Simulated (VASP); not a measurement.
# AlGaN: single point with PBE

AlGaN:

```
CELL_PARAMETERS angstrom
4.49050 0.00000 0.00000
-2.24525 3.88889 0.00000
0.00000 0.00000 4.50624
ATOMIC_POSITIONS crystal
Al 0.33333 0.66667 0.75000
Al 0.66667 0.33333 0.25000
Ga 0.00000 0.00000 0.25000
Ga 0.00000 0.00000 0.75000
N 0.33333 0.66667 0.25000
N 0.66667 0.33333 0.75000
```

```json
{
 "Program": "VASP 6.6.1",
 "Task": "single point",
 "Functional": "PBE",
 "Potentials or basis": "VASP PAW PBE potentials, release 64 (Al, Ga_d, N)",
 "Cutoff": "520 eV",
 "k mesh": "6 × 6 × 4",
 "Occupations": "gaussian, width 0.1 eV",
 "Spin": "no spin polarisation",
 "Dipole correction": "no",
 "Further INCAR settings": "ALGO = Normal; EDIFF = 1e-06; NBANDS = 30"
}
```

```json
{
  "Pressure": "-0.1 GPa",
  "Band gap on the k mesh": "zero (band 21 reaches 8.67 eV, above the bottom of band 22 at 6.05 eV)"
}
```

Stress tensor (GPa, compression positive):
```
-0.08  0.00  0.00
 0.00 -0.08  0.00
 0.00  0.00 -0.20
```

Levels at points of the mesh, in eV from the Fermi level:
```
           k point  band 19  band 20  band 21  band 22  band 23  band 24
(0.00, 0.00, 0.00)    -3.45    -2.56    -0.27     0.04     0.04     1.09
(0.50, 0.00, 0.00)    -2.41    -1.69    -1.61     0.51     1.30     2.13
(0.00, 0.00, 0.50)    -3.04    -3.04    -0.29    -0.29    -0.29    -0.29
(0.50, 0.00, 0.50)    -1.39    -1.39     1.42     1.42     2.34     2.34
```

Run time: 23 s on 1 thread of Intel(R) Xeon(R) 6975P-C (Granite Rapids) (shared host), peak memory 0.21 GiB.
